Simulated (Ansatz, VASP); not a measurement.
## Two plane-wave programs on Ga3As3CO

```xyz
8
Lattice="4.0137 0.0000 0.0000 0.0000 5.6762 0.0000 0.0000 0.0000 23.3353" Properties=species:S:1:pos:R:3 pbc="T T T"
Ga    2.0069    2.8381    4.0000
Ga    0.0000    0.3711    6.2539
Ga    2.0069    2.7783    7.5339
As    0.0000    1.4191    4.0000
As    2.0069    4.5990    5.8454
As    0.0000    1.6391    8.3853
O     0.0000    4.4772   11.2853
C     0.0000    4.4772   12.4353
```

Alike in both runs: task single point; functional PBE; dispersion D3(BJ); k mesh 7 × 5 × 1; occupations gaussian, width 0.05 eV; no spin polarisation.

|  | VASP | Ansatz |
| --- | --- | --- |
| version | VASP 6.6.1 | Ansatz 0.2.0 |
| potentials or method | VASP PAW PBE potentials, release 64 (Ga_d, As, O, C), cutoff 520 eV | scalar-relativistic, plane waves, PAW |
| valence electrons in the cell | 64 | 94 |

```csv
,VASP,Ansatz,Ansatz less VASP
gap on the k mesh at the Fermi level (eV),0.40,0.41,+0.008
least direct gap on the mesh (eV),0.76,0.76,+0.003
rms of the force components (eV/Å),0.376,0.541,+0.1650
```

One of these differences is far larger than is usual between the two programs; its cause wasn't traced. VASP's potentials hold 64 valence electrons a cell and Ansatz's 94, so a difference there can come from the potentials and not from the codes.

Noted on VASP's run: the standard files for N, O and F lose accuracy on very short bonds.
